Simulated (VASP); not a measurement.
# BiPt3: single point with r2SCAN

BiPt3:

```
Bi Pt
1.0
     0.00000    4.29673    0.00000
     4.29673    0.00000    0.00000
     2.14837    2.14837   -3.88478
Bi Pt
1 3
Direct
  0.00000 0.00000 0.00000
  0.75000 0.25000 0.50000
  0.25000 0.75000 0.50000
  0.50000 0.50000 0.00000
```

* Program: VASP 6.6.1
* Task: single point
* Functional: r2SCAN
* Potentials or basis: VASP PAW PBE potentials, release 64 (Bi_d, Pt)
* Cutoff: 520 eV
* k mesh: 9 × 9 × 9
* Occupations: fermi-dirac, width 0.1 eV
* Spin: no spin polarisation
* Dipole correction: no
* Further INCAR settings: ALGO = Normal; EDIFF = 1e-06; NBANDS = 30

The pressure is -0.4 GPa and the band gap on the k mesh is zero (an odd number of electrons rules out a gap without spin polarisation).

Stress tensor (GPa, compression positive):
```
-1.02  0.00  0.00
 0.00 -1.02  0.00
 0.00  0.00  0.80
```

Levels at points of the mesh, in eV from the Fermi level:
```
           k point  band 20  band 21  band 22  band 23  band 24  band 25  band 26  band 27
(0.00, 0.00, 0.00)    -1.25    -0.82    -0.32    -0.01     3.06     3.06     4.48     5.73
```

It took 17 min on 1 thread of AMD EPYC 7R43 64-Core Processor (Zen 3) (shared host), peak memory 0.26 GiB.

Caveat: the PAW data sets were made with another functional, which shifts forces and pressure a little; spin-orbit coupling is left out, which moves the levels of the heavy elements.
